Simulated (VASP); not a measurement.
# TePb2S (R-3m) in VASP: further runs

The runs below take TePb2S through single point, with LDA.

All numbers are computed with VASP 6.6.1; they aren't measurements. Logs are shortened: lines on timing, memory, paths and dates and some standing lists are left out, and cuts for length are marked.

### Step 1. The cell of the first run

The structure is trigonal, space group R-3m (No. 166). Conventional cell: a = 4.444 Å, b = 4.444 Å, c = 21.780 Å, α = 90.00°, β = 90.00°, γ = 120.00°. Te (site symmetry -3m) has 6 Pb at 3.25 Å within 4.3 Å. Pb (site symmetry 3m) has 3 S at 3.04 Å and 3 Te at 3.25 Å within 4.0 Å. S (site symmetry -3m) has 6 Pb at 3.04 Å within 4.0 Å.

### Step 2. Single point, LDA

INCAR

```
PREC = Accurate ; ENCUT = 520
EDIFF = 1E-6 ; ISMEAR = 0
SIGMA = 0.01 ; LREAL = F
LASPH = T ; NELM = 100
ALGO = Normal ; ISIF = 2
LWAVE = F ; LCHARG = F
GGA = CA ; NBANDS = 28
```

KPOINTS

```
Automatic mesh
0
Gamma
  2 2 2
```

POSCAR

```
TePb2S
1.0
    2.2219760700      1.2828584800      7.2598916100
   -2.2219760700      1.2828584800      7.2598916100
    0.0000000000     -2.5657169700      7.2598916100
Te Pb S
1 2 1
Direct
    0.5000000004      0.5000000004      0.4999999985
    0.7417120006      0.7417120006      0.7417119977
    0.2582880002      0.2582880002      0.2582879992
    0.0000000000      0.0000000000      0.0000000000
```

Potentials or basis: VASP PAW LDA potentials, release 64 (Te, Pb_d, S).

Launch:

```console
cat potpaw_LDA.64/Te/POTCAR potpaw_LDA.64/Pb_d/POTCAR potpaw_LDA.64/S/POTCAR > POTCAR
mpirun -np 1 vasp_std > vasp.out
```

OUTCAR:

```text
PREC = Accurate
   ENCUT = 520
   EDIFF = 1E-6
   ISMEAR = 0
   LREAL = F
   LASPH = T
   NELM = 100
   ISIF = 2
   GGA = CA

 ion  position               nearest neighbor table
   1  0.500  0.500  0.500-   3 3.25   3 3.25   2 3.25   2 3.25   3 3.25   2 3.25
   2  0.742  0.742  0.742-   4 3.04   4 3.04   4 3.04   1 3.25   1 3.25   1 3.25
   3  0.258  0.258  0.258-   4 3.04   4 3.04   4 3.04   1 3.25   1 3.25   1 3.25
   4  0.000  0.000  0.000-   2 3.04   2 3.04   2 3.04   3 3.04   3 3.04   3 3.04

  LATTYP: Found a trigonal (rhomboedric) cell.
 ALAT       =     7.6999305013
 COS(alpha) =     0.8334536419

  Lattice vectors:

 A1 = (   2.2219760700,   1.2828584800,   7.2598916100)
 A2 = (  -2.2219760700,   1.2828584800,   7.2598916100)
 A3 = (   0.0000000000,  -2.5657169700,   7.2598916100)

Analysis of symmetry for initial positions (statically):
=====================================================================
 Subroutine PRICEL returns:
 Original cell was already a primitive cell.

 Routine SETGRP: Setting up the symmetry group for a
 trigonal (rhombohedral) supercell.

 Subroutine GETGRP returns: Found 12 space group operations
 (whereof 12 operations were pure point group operations)
 out of a pool of 12 trial point group operations.

The static configuration has the point symmetry D_3d.

Analysis of symmetry for dynamics (positions and initial velocities):
=====================================================================
 Subroutine PRICEL returns:
 Original cell was already a primitive cell.

 Routine SETGRP: Setting up the symmetry group for a
 trigonal (rhombohedral) supercell.

 Subroutine GETGRP returns: Found 12 space group operations
 (whereof 12 operations were pure point group operations)
 out of a pool of 12 trial point group operations.

The dynamic configuration has the point symmetry D_3d.

 Subroutine INISYM returns: Found 12 space group operations
 (whereof 12 operations are pure point group operations),
 and found     1 'primitive' translations

----------------------------------------------------------------------------------------

                                     Primitive cell

  volume of cell :     124.1651

  direct lattice vectors                    reciprocal lattice vectors
[... 67 lines left out ...]
   LASPH  =      T    aspherical Exc in radial PAW
   ENCUT  =  520.0 eV  38.22 Ry    6.18 a.u.  14.32 14.32 14.32*2*pi/ulx,y,z
   NELM   =    100;   NELMIN=  2; NELMDL= -5     # of ELM steps
   EDIFF  = 0.1E-05   stopping-criterion for ELM
   LREAL  =      F    real-space projection
   EDIFFG = 0.1E-04   stopping-criterion for IOM
   NSW    =      0    number of steps for IOM
   IBRION =     -1    ionic relax: 0-MD 1-quasi-New 2-CG
   NFREE  =      0    steps in history (QN), initial steepest desc. (CG)
   ISIF   =      2    stress and relaxation
   ISYM   =      2    0-nonsym 1-usesym 2-fastsym
   POTIM  = 0.5000    time-step for ionic-motion
   TEBEG  =    0.0;   TEEND  =   0.0 temperature during run
   PSTRESS=    0.0 pullay stress
   NELECT =      40.0000    total number of electrons
   NUPDOWN=      -1.0000    fix difference up-down
   EMIN   =  10.00;   EMAX   =-10.00  energy-range for DOS
   EFERMI =   0.00;   METHOD = LEGACY
   ISMEAR =     0;   SIGMA  =   0.01  broadening in eV -4-tet -1-fermi 0-gaus
   EFERMI_NEDOS =   21; number of points for ismear=-14 and -15
   IALGO  =     38    algorithm
   IMIX   =      4    mixing-type and parameters
     AMIX     =   0.40;   BMIX     =  1.00
     AMIX_MAG =   1.60;   BMIX_MAG =  1.00
  volume/ion in A,a.u.               =      31.04       209.48
  Fermi-wavevector in a.u.,A,eV,Ry     =   1.122264  2.120771 17.136215  1.259476
  Thomas-Fermi vector in A             =   2.258923
   LORBIT       =      0    0 simple, 1 ext, 2 COOP (PROOUT), +10 PAW based schemes
   GGA     = CA    functional components
   LHFCALC =     F    Hartree Fock is set to
   AEXX    =    0.0000 exact exchange contribution
   IVDW    =     0    specifies the selected vdW correction
   LEPSILON=     F    determine dielectric tensor
   LRPA    =     F    only Hartree local field effects (RPA)
 non-spin polarized calculation
 Gauss-broadening in eV      SIGMA  =   0.01
  energy-cutoff  :      520.00
  volume of cell :      124.17
 maximum number of plane-waves:      3363
 NGX is ok and might be reduce to    60
   NGX = 29   NGY = 29   NGZ = 29

 number of electron      40.0000003 magnetization

 Free energy of the ion-electron system (eV)
  ---------------------------------------------------
  ext. energy  EPLUGINS =         0.00000000
  ---------------------------------------------------
  free energy    TOTEN  =       -17.68945539 eV

  energy without entropy =      -17.68945539  energy(sigma->0) =      -17.68945539

 E-fermi :   5.0948     XC(G=0):  -9.5956

 val. band max:        5.0282460198   @ k =   0.0000   0.0000   0.0000
 cond. band min:       5.4818005270   @ k =   0.5000   0.5000   0.0000
 fundamental gap:      0.4535545072
 Fermi energy:         5.0948482268

 k-point     1 :       0.0000    0.0000    0.0000
  band No.  band energies     occupation
      1     -11.7520      2.00000
      2     -11.7520      2.00000
      3     -11.7378      2.00000
      4     -11.7378      2.00000
      5     -11.7259      2.00000
      6     -11.7259      2.00000
[... 113 lines left out ...]
     27      10.8382      0.00000
     28      11.7365      0.00000

------------------------ aborting loop because EDIFF is reached ----------------------------------------

  FORCE on cell =-STRESS in cart. coord.  units (eV):
  Direction    XX          YY          ZZ          XY          YZ          ZX
  --------------------------------------------------------------------------------------
  -------------------------------------------------------------------------------------
  Total       -0.3285855     -0.3285855     -3.0030488     -0.0000000      0.0000000      0.0000000
  in kB       -4.2399372     -4.2399372    -38.7501567     -0.0000000      0.0000000      0.0000000
  external PRESSURE =     -15.7433437 kB  Pullay stress =       0.0000000 kB

 VOLUME and BASIS-vectors are now :
 -----------------------------------------------------------------------------
  energy-cutoff  :      520.00
  volume of cell :      124.17
      direct lattice vectors                 reciprocal lattice vectors
     2.221976070  1.282858480  7.259891610     0.225024926  0.129918201  0.045914368
    -2.221976070  1.282858480  7.259891610    -0.225024926  0.129918201  0.045914368
     0.000000000 -2.565716970  7.259891610     0.000000000 -0.259836403  0.045914368

 POSITION                                       TOTAL-FORCE (eV/Angst)
 -----------------------------------------------------------------------------------
      0.00000     -0.00000     10.88984         0.000000     -0.000000     -0.000000
      0.00000      0.00000     16.15425        -0.000000      0.000000     -0.121404
      0.00000     -0.00000      5.62543        -0.000000     -0.000000      0.121404
      0.00000      0.00000      0.00000        -0.000000     -0.000000     -0.000000
 -----------------------------------------------------------------------------------
    total drift:                                0.000000     -0.000010      0.000010

  FREE ENERGIE OF THE ION-ELECTRON SYSTEM (eV)
  ---------------------------------------------------
  free  energy   TOTEN  =       -17.6894553945 eV

  energy  without entropy=      -17.6894553945  energy(sigma->0) =      -17.68945539
```

stdout:

```text
POSCAR found type information on POSCAR TePbS
 POSCAR found :  3 types and       4 ions
 scaLAPACK will be used
 LDA part: xc-table for (Slater(with rela. corr.)+CA(PZ))
 , standard interpolation
 POSCAR, INCAR and KPOINTS ok, starting setup
 FFT: planning ... GRIDC
 FFT: planning ... GRID_SOFT
 FFT: planning ... GRID
 WAVECAR not read
 entering main loop
```

Wall time 57 s (1 thread of AMD EPYC 7R43 (Zen 3), shared host); peak memory 0.31 GiB.

What came out:

- Free energy: -17.6895 eV
- Pressure: -1.6 GPa
- Largest force: 0.121 eV/Å
- Band gap on the k mesh: 0.45 eV, indirect (least direct gap 0.46 eV)

Forces in eV/Å, atoms in the order of the input:
```
Te   0.000  0.000  0.000
Pb   0.000  0.000 -0.121
Pb   0.000  0.000  0.121
S    0.000  0.000  0.000
```

Caveat: the k points lie up to 0.83 Å⁻¹ apart; spin-orbit coupling is left out, which moves the levels of the heavy elements.

### Step 3. Single point, LDA

INCAR

```
SYSTEM = TePb2S
PREC     = Accurate       ! precision mode
ENCUT    = 520            ! plane-wave cutoff, eV
EDIFF    = 1E-6           ! SCF threshold, eV
ISMEAR   = 0              ! smearing method
SIGMA    = 0.01           ! smearing width, eV
LREAL    = .FALSE.        ! projectors in reciprocal space
LASPH    = .TRUE.         ! aspherical terms in the spheres
NELM     = 100            ! most SCF steps
ALGO     = Normal         ! electronic algorithm
ISIF     = 2              ! what is computed and relaxed
LWAVE    = .FALSE.        ! write WAVECAR
LCHARG   = .FALSE.        ! write CHGCAR
GGA      = CA             ! functional
NBANDS   = 28             ! bands
```

KPOINTS

```
Automatic mesh
0
G
  3 3 3
  0 0 0
```

POSCAR is that of step 2.

Potentials or basis: VASP PAW LDA potentials, release 64 (Te, Pb_d, S).

Launch:

```console
cat potpaw_LDA.64/Te/POTCAR potpaw_LDA.64/Pb_d/POTCAR potpaw_LDA.64/S/POTCAR > POTCAR
mpirun -np 1 vasp_std > vasp.out
```

It took 1.7 min on 1 thread of AMD EPYC 7R43 (Zen 3), shared host; peak memory 0.32 GiB.

The run converged. Its results:

```
Free energy            : -18.5392 eV
Pressure               : -4.0 GPa
Largest force          : 0.034 eV/Å
Band gap on the k mesh : 0.64 eV, direct
```

Forces in eV/Å, atoms in the order of the input:
```
Te   0.000  0.000  0.000
Pb   0.000  0.000  0.034
Pb   0.000  0.000 -0.034
S    0.000  0.000  0.000
```

Stress tensor (GPa, compression positive):
```
-3.75  0.00  0.00
 0.00 -3.75  0.00
 0.00  0.00 -4.49
```

Levels at points of the mesh, in eV from the valence-band top:
| k point | band 16 | band 17 | band 18 | band 19 | band 20 | band 21 | band 22 | band 23 | band 24 | band 25 |
| --- | --- | --- | --- | --- | --- | --- | --- | --- | --- | --- |
| (0.00, 0.00, 0.00) | -1.89 | -1.51 | -0.60 | -0.60 | 0.00 | 0.64 | 1.61 | 1.61 | 4.44 | 4.44 |

Caveat: the k points lie up to 0.55 Å⁻¹ apart; spin-orbit coupling is left out, which moves the levels of the heavy elements.

### Step 4. Single point, LDA

INCAR

```
SYSTEM = TePb2S
PREC = Accurate
ENCUT = 520
EDIFF = 1E-6
ISMEAR = 0
SIGMA = 0.01
LREAL = .FALSE.
LASPH = .TRUE.
NELM = 60
ALGO = Normal
ISIF = 2
LWAVE = .FALSE.
LCHARG = .FALSE.
GGA = CA
NBANDS = 28
```

KPOINTS

```
Automatic mesh
0
G
  5 5 5
  0 0 0
```

POSCAR is that of step 3.

Launch:

```console
cat potpaw_LDA.64/Te/POTCAR potpaw_LDA.64/Pb_d/POTCAR potpaw_LDA.64/S/POTCAR > POTCAR
mpirun -np 1 vasp_std > vasp.out
```

Run time: 4.1 min. Hardware: 1 thread of AMD EPYC 7R43 (Zen 3), shared host; peak memory 0.36 GiB.

The run converged. Its results:

```yaml
Free_energy: -18.5680 eV
Pressure: -4.0 GPa
Largest_force: 0.028 eV/Å
Band_gap_on_the_k_mesh: 0.63 eV, direct
```

Forces in eV/Å, atoms in the order of the input:
```
Te   0.000  0.000  0.000
Pb   0.000  0.000 -0.028
Pb   0.000  0.000  0.028
S    0.000  0.000  0.000
```

Levels at points of the mesh, in eV from the valence-band top:
```
           k point  band 17  band 18  band 19  band 20  band 21  band 22  band 23  band 24
(0.00, 0.00, 0.00)    -1.51    -0.62    -0.62     0.00     0.63     1.60     1.60     4.44
```

Caveat: spin-orbit coupling is left out, which moves the levels of the heavy elements. A k mesh can miss the band edges.

### Step 5. Single point, LDA

INCAR

```
PREC = Accurate
ENCUT = 520
EDIFF = 1E-6
ISMEAR = 0
SIGMA = 0.01
LREAL = False
LASPH = True
NELM = 60
ALGO = Normal
ISIF = 2
LWAVE = False
LCHARG = False
GGA = CA
NBANDS = 28
```

KPOINTS

```
Automatic mesh
0
Gamma
  6 6 6
```

POSCAR is that of step 4.

Potentials or basis: VASP PAW LDA potentials, release 64 (Te, Pb_d, S).

Launch:

```console
cat potpaw_LDA.64/Te/POTCAR potpaw_LDA.64/Pb_d/POTCAR potpaw_LDA.64/S/POTCAR > POTCAR
mpirun -np 1 vasp_std > vasp.out
```

OUTCAR:

```text
PREC = Accurate
   ENCUT = 520
   EDIFF = 1E-6
   ISMEAR = 0
   LREAL = False
   LASPH = True
   NELM = 60
   ISIF = 2
   GGA = CA

 ion  position               nearest neighbor table
   1  0.500  0.500  0.500-   3 3.25   3 3.25   2 3.25   2 3.25   3 3.25   2 3.25
   2  0.742  0.742  0.742-   4 3.04   4 3.04   4 3.04   1 3.25   1 3.25   1 3.25
   3  0.258  0.258  0.258-   4 3.04   4 3.04   4 3.04   1 3.25   1 3.25   1 3.25
   4  0.000  0.000  0.000-   2 3.04   2 3.04   2 3.04   3 3.04   3 3.04   3 3.04

  LATTYP: Found a trigonal (rhomboedric) cell.
 ALAT       =     7.6999305013
 COS(alpha) =     0.8334536419

  Lattice vectors:

 A1 = (   2.2219760700,   1.2828584800,   7.2598916100)
 A2 = (  -2.2219760700,   1.2828584800,   7.2598916100)
 A3 = (   0.0000000000,  -2.5657169700,   7.2598916100)

Analysis of symmetry for initial positions (statically):
=====================================================================
 Subroutine PRICEL returns:
 Original cell was already a primitive cell.

 Routine SETGRP: Setting up the symmetry group for a
 trigonal (rhombohedral) supercell.
[... 166 lines left out ...]
  ext. energy  EPLUGINS =         0.00000000
  ---------------------------------------------------
  free energy    TOTEN  =       -18.56864734 eV

  energy without entropy =      -18.56864734  energy(sigma->0) =      -18.56864734

 E-fermi :   5.0645     XC(G=0):  -9.6172

 val. band max:        4.9530085191   @ k =   0.0000   0.0000   0.0000
 cond. band min:       5.4723901873   @ k =   0.5000   0.5000   0.0000
 fundamental gap:      0.5193816682
 Fermi energy:         5.0645009563

 k-point     1 :       0.0000    0.0000    0.0000
  band No.  band energies     occupation
      1     -11.6857      2.00000
      2     -11.6857      2.00000
      3     -11.6713      2.00000
      4     -11.6713      2.00000
      5     -11.6659      2.00000
      6     -11.6653      2.00000
[... 733 lines left out ...]
     27      10.1308      0.00000
     28      11.9216      0.00000

 [... further k-points ...]
[... 5 lines left out ...]
  --------------------------------------------------------------------------------------
  -------------------------------------------------------------------------------------
  Total       -3.0757116     -3.0757116     -3.0760659      0.0000000      0.0000000      0.0000000
  in kB      -39.6877687    -39.6877688    -39.6923403      0.0000000      0.0000000      0.0000000
  external PRESSURE =     -39.6892926 kB  Pullay stress =       0.0000000 kB

 VOLUME and BASIS-vectors are now :
 -----------------------------------------------------------------------------
  energy-cutoff  :      520.00
  volume of cell :      124.17
      direct lattice vectors                 reciprocal lattice vectors
     2.221976070  1.282858480  7.259891610     0.225024926  0.129918201  0.045914368
    -2.221976070  1.282858480  7.259891610    -0.225024926  0.129918201  0.045914368
     0.000000000 -2.565716970  7.259891610     0.000000000 -0.259836403  0.045914368

 POSITION                                       TOTAL-FORCE (eV/Angst)
 -----------------------------------------------------------------------------------
      0.00000     -0.00000     10.88984         0.000000      0.000000     -0.000000
      0.00000      0.00000     16.15425        -0.000000      0.000000     -0.039615
      0.00000     -0.00000      5.62543        -0.000000     -0.000000      0.039615
      0.00000      0.00000      0.00000        -0.000000      0.000000      0.000000
 -----------------------------------------------------------------------------------
    total drift:                                0.000000     -0.000010      0.000010

  FREE ENERGIE OF THE ION-ELECTRON SYSTEM (eV)
  ---------------------------------------------------
  free  energy   TOTEN  =       -18.5686473447 eV

  energy  without entropy=      -18.5686473447  energy(sigma->0) =      -18.56864734
```

OSZICAR:

```text
N       E                     dE             d eps       ncg     rms          rms(c)
DAV:   1     0.390383727562E+03    0.39038E+03   -0.18193E+04  1792   0.144E+03
DAV:   2     0.222994839915E+02   -0.36808E+03   -0.35796E+03  1820   0.383E+02
DAV:   3    -0.172774508410E+02   -0.39577E+02   -0.38765E+02  2364   0.142E+02
DAV:   4    -0.191599514445E+02   -0.18825E+01   -0.18728E+01  2076   0.323E+01
DAV:   5    -0.192426677103E+02   -0.82716E-01   -0.82704E-01  2288   0.710E+00    0.519E+00
DAV:   6    -0.185808702566E+02    0.66180E+00   -0.16838E+00  2508   0.743E+00    0.348E+00
DAV:   7    -0.185750988863E+02    0.57714E-02   -0.29218E-01  1944   0.220E+00    0.198E+00
DAV:   8    -0.185696119545E+02    0.54869E-02   -0.30336E-02  2276   0.105E+00    0.262E-01
DAV:   9    -0.185685605957E+02    0.10514E-02   -0.43391E-03  2248   0.319E-01    0.173E-01
DAV:  10    -0.185686407925E+02   -0.80197E-04   -0.80113E-04  2208   0.136E-01    0.718E-02
DAV:  11    -0.185686486133E+02   -0.78208E-05   -0.85807E-05  2044   0.532E-02    0.304E-02
DAV:  12    -0.185686473387E+02    0.12746E-05   -0.19632E-05  2056   0.227E-02    0.121E-02
DAV:  13    -0.185686473447E+02   -0.59940E-08   -0.32736E-06  1552   0.146E-02
   1 F= -.18568647E+02 E0= -.18568647E+02  d E =-.270221E-58
```

stdout:

```text
POSCAR found type information on POSCAR TePbS
 POSCAR found :  3 types and       4 ions
 scaLAPACK will be used
 LDA part: xc-table for (Slater(with rela. corr.)+CA(PZ))
 , standard interpolation
 POSCAR, INCAR and KPOINTS ok, starting setup
 FFT: planning ... GRIDC
 FFT: planning ... GRID_SOFT
 FFT: planning ... GRID
 WAVECAR not read
 entering main loop
```

Run time: 6.8 min. Hardware: 1 thread of AMD EPYC 7R43 (Zen 3), shared host; peak memory 0.38 GiB.

Results:

* Free energy: -18.5686 eV
* Pressure: -4.0 GPa
* Largest force: 0.040 eV/Å
* Band gap on the k mesh: 0.52 eV, indirect (least direct gap 0.55 eV)

Forces in eV/Å, atoms in the order of the input:
```
Te   0.000  0.000  0.000
Pb   0.000  0.000 -0.040
Pb   0.000  0.000  0.040
S    0.000  0.000  0.000
```

Caveat: spin-orbit coupling is left out, which moves the levels of the heavy elements. A k mesh can miss the band edges.

### Step 6. The runs side by side

| k mesh | gap on the mesh (eV) | pressure (GPa) | largest force (eV/Å) |
| --- | --- | --- | --- |
| 2 × 2 × 2 | 0.45 | -1.6 | 0.12 |
| 3 × 3 × 3 | 0.64 | -4.0 | 0.03 |
| 5 × 5 × 5 | 0.63 | -4.0 | 0.03 |
| 6 × 6 × 6 | 0.52 | -4.0 | 0.04 |

Alike in all rows: task single point; level LDA; potentials or basis VASP PAW LDA potentials, release 64 (Te, Pb_d, S); no spin polarisation; cell as given; cutoff (eV) 520; smearing gaussian 0.01 eV.

Caveats: some runs use coarse meshes; spin-orbit coupling is left out, which moves the levels of the heavy elements.

Absolute energies hang on the potentials; compare differences alone.
